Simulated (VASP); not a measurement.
Runs of VASP 6.6.1 on Ba. The structure is that of space group Pm-3m (No. 221), or close to it. The cells are those of the table. This isn't the form of Ba at room conditions, which is bcc.

```tsv
cell	gap on the mesh (eV)	pressure (GPa)
a = 3.800 Å, 1 atom	none	(a)
a = 3.859, b = 3.859, c = 4.035 Å, 1 atom	none	-1.0
a = 3.800, b = 3.800, c = 3.918 Å, 1 atom	none	-0.7
a = 3.859, b = 3.859, c = 3.800 Å, 1 atom	none	-0.7
a = 4.035 Å, 1 atom	none	-1.5
a = 3.800, b = 3.800, c = 3.976 Å, 1 atom	none	-0.7
a = 3.918, b = 3.918, c = 3.859 Å, 1 atom	none	-1.0
a = 3.918, b = 3.918, c = 3.800 Å, 1 atom	none	-0.9
```

Alike in all rows: task single point; level LDA; potentials or basis VASP PAW LDA potentials, release 64 (Ba_sv); no spin polarisation; k mesh 12 × 12 × 12; cutoff (eV) 520; smearing gaussian 0.15 eV.

**Question.** Fill in the values left out.

**Answer.** (a) -0.4.

Caveats: spin-orbit coupling is left out, which moves the levels of the heavy elements.

A k mesh can miss the band edges, and the runs leave out spin-orbit coupling on Ba.

A gap of «none» marks levels without a gap at the run's occupations.
